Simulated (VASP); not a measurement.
Set up this calculation in VASP 6.6.1, as the native input.

| Quantity | Value |
| --- | --- |
| Task | relaxation of cell and atoms |
| Functional | r2SCAN |
| Potentials or basis | VASP PAW PBE potentials, release 64 (Ta_pv) |
| Cutoff | 600 eV |
| k mesh | 16 × 16 × 16 |
| Occupations | fermi-dirac, width 0.08 eV |
| Spin | no spin polarisation |
| Dipole correction | no |
| Further INCAR settings | ALGO = Normal; EDIFF = 1e-06; IBRION = 2; EDIFFG = -0.002; NSW = 100; ISIF = 3 |

Ta:

```xyz
1
Lattice="-1.6513 1.6513 1.6513 1.6513 -1.6513 1.6513 1.6513 1.6513 -1.6513" Properties=species:S:1:pos:R:3 pbc="T T T"
Ta    0.0000    0.0000    0.0000
```

One way to write it, as run:

POSCAR

```
Ta
1.0
   -1.6512800000      1.6512800000      1.6512800000
    1.6512800000     -1.6512800000      1.6512800000
    1.6512800000      1.6512800000     -1.6512800000
Ta
1
Direct
    0.0000000000      0.0000000000      0.0000000000
```

INCAR.step1

```
  PREC = Accurate
  ENCUT = 600
  ISMEAR = -1
  SIGMA = 0.08
  LREAL = False
  LASPH = True
  NELM = 80
  GGA = PE
  ALGO = Normal
  EDIFF = 1E-4
  LWAVE = True
  LCHARG = False
```

INCAR.step2

```
  PREC = Accurate
  ENCUT = 600
  EDIFF = 1E-6
  ISMEAR = -1
  SIGMA = 0.08
  LREAL = False
  LASPH = True
  NELM = 80
  ALGO = Normal
  ISIF = 3
  LWAVE = False
  LCHARG = False
  METAGGA = R2SCAN
  LMIXTAU = True
  IBRION = 2
  NSW = 100
  EDIFFG = -0.002
  ISTART = 1
```

KPOINTS

```
Automatic mesh
0
Gamma
  16 16 16
```

Potentials or basis: VASP PAW PBE potentials, release 64 (Ta_pv).

The run is started by

```bash
$ cat potpaw_PBE.64/Ta_pv/POTCAR > POTCAR
$ cp INCAR.step1 INCAR
$ mpirun -np 1 vasp_std > vasp.out
$ cp INCAR.step2 INCAR
$ mpirun -np 1 vasp_std > vasp.out
```

It gave:

| Quantity | Value |
| --- | --- |
| Relaxed volume | 18.14 Å³/atom |
| Relaxed cell | a = 2.867 Å, b = 2.867 Å, c = 2.867 Å, α = 109.47°, β = 109.47°, γ = 109.47° |
| Space group after relaxing (to 0.1 Å) | Im-3m (No. 229) |
| Energy gained by relaxing | 0.6 meV/atom |
| Ionic steps | 3 |
| Pressure after relaxing | 0.0 GPa |
| Band gap on the k mesh | zero (an odd number of electrons rules out a gap without spin polarisation) |

Caveat: the PAW data sets were made with another functional, which shifts forces and pressure a little; spin-orbit coupling is left out, which moves the levels of the heavy elements.

It took 2.5 min on 1 thread of Intel(R) Xeon(R) Platinum 8259CL CPU @ 2.50GHz (Skylake/Cascade Lake), with other jobs on the host, peak memory 0.17 GiB.
